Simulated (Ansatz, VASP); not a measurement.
# Si: VASP beside Ansatz

The input POSCAR:

```
Si
1.0
    0.0000000000      2.7289106047      2.7289106047
    2.7221053413      0.0068052634      2.7221053413
    2.7221053413      2.7221053413      0.0068052634
Si
2
Direct
    0.5000000000      0.5000000000      0.5000000000
    0.7500000000      0.7500000000      0.7500000000
```

File INCAR.step1:

```
ALGO = Normal
EDIFF = 1E-4
ENCUT = 520
GGA = PE
ISMEAR = 0
LASPH = T
LCHARG = F
LREAL = F
LWAVE = T
NBANDS = 11
NELM = 60
PREC = Accurate
SIGMA = 0.05
```

File INCAR.step2:

```
ALGO = Normal
EDIFF = 1E-7
ENCUT = 520
ISIF = 2
ISMEAR = 0
ISTART = 1
LASPH = T
LCHARG = F
LMIXTAU = T
LREAL = F
LWAVE = F
METAGGA = R2SCAN
NBANDS = 11
NELM = 60
PREC = Accurate
SIGMA = 0.05
```

File KPOINTS:

```
k-points
0
Gamma
  8 8 8
```

Input for Ansatz:

```yaml
crystal:
  lattice:
    - [0.0, 2.7289106047, 2.7289106047]
    - [2.7221053413, 0.0068052634, 2.7221053413]
    - [2.7221053413, 2.7221053413, 0.0068052634]
  atoms:
    - { symbol: Si, position: [0.5, 0.5, 0.5] }
    - { symbol: Si, position: [0.75, 0.75, 0.75] }
basis:
  ecutwfc: 500
kpoints:
  mp_grid: { grid: [8, 8, 8] }
hamiltonian:
  xc: r2scan
scf:
  occupations: { method: gaussian, width: 0.05 }
output:
  forces: true
  stress: true
  eigenvalues: true
```

Change from the starting cell: strain +0.0050 x Voigt [0, 0, 0, 1, 0, 0], atoms carried along.

Alike in both runs: task single point; functional r2SCAN; k mesh 8 × 8 × 8; occupations gaussian, width 0.05 eV; no spin polarisation.

|  | VASP | Ansatz |
| --- | --- | --- |
| version | VASP 6.6.1 | Ansatz 0.2.0 |
| potentials or method | VASP PAW PBE potentials, release 64 (Si), cutoff 520 eV | scalar-relativistic, plane waves, PAW |
| valence electrons in the cell | 8 | 8 |

|  | VASP | Ansatz | Ansatz less VASP |
| --- | --- | --- | --- |
| gap on the k mesh at the Fermi level (eV) | 0.82 | 0.80 | -0.015 |
| least direct gap on the mesh (eV) | 2.71 | 2.69 | -0.016 |
| pressure (GPa) | -0.2 | 0.0 | +0.24 |
| traceless stress, the component that is largest in VASP (GPa) | -0.54 | -0.54 | +0.002 |
| rms of the force components (eV/Å) | 0.027 | 0.027 | +0.0003 |

VASP's potentials were made for PBE, not for r2SCAN. Atom by atom the forces differ by 0.000 eV/Å (rms over components).
